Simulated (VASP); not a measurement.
The system is NaCl.

```xyz
2
Lattice="0.0000 2.7941 2.7941 2.7941 0.0000 2.7941 2.7941 2.7941 0.0000" Properties=species:S:1:pos:R:3 pbc="T T T"
Cl    2.7941    2.7941    2.7941
Na    0.0000    0.0000    0.0000
```

| Quantity | Value |
| --- | --- |
| Program | VASP 6.6.1 |
| Task | relaxation of cell and atoms |
| Functional | PBE |
| Potentials or basis | VASP PAW PBE potentials, release 64 (Cl, Na_pv) |
| Cutoff | 600 eV |
| k mesh | 8 × 8 × 8 |
| Occupations | fermi-dirac, width 0.05 eV |
| Spin | no spin polarisation |

At the start: pressure 1.6 GPa; volume 21.81 Å³/atom.

**Question.** How do energy, volume and symmetry change on relaxing?

**Answer.** Over 3 steps the energy falls by 5.9 meV/atom and the volume is 23.15 Å³/atom (+6.1 %); space group Fm-3m (No. 225, to 0.1 Å) before and after.

Step by step:
| step | energy change (eV) | largest force (eV/Å) | pressure (GPa) | volume (Å³) |
| --- | --- | --- | --- | --- |
| 1 | 0.0000 | 0.0000 | 1.56 | 43.63 |
| 2 | -0.0093 | 0.0000 | 0.68 | 44.98 |
| 3 | -0.0118 | 0.0000 | -0.05 | 46.30 |

Final structure:
```
Cl Na
1.0
     0.00000    2.85013    2.85013
     2.85013    0.00000    2.85013
     2.85013    2.85013    0.00000
Cl Na
1 1
Cartesian
  2.8501 2.8501 2.8501
  0.0000 0.0000 0.0000
```
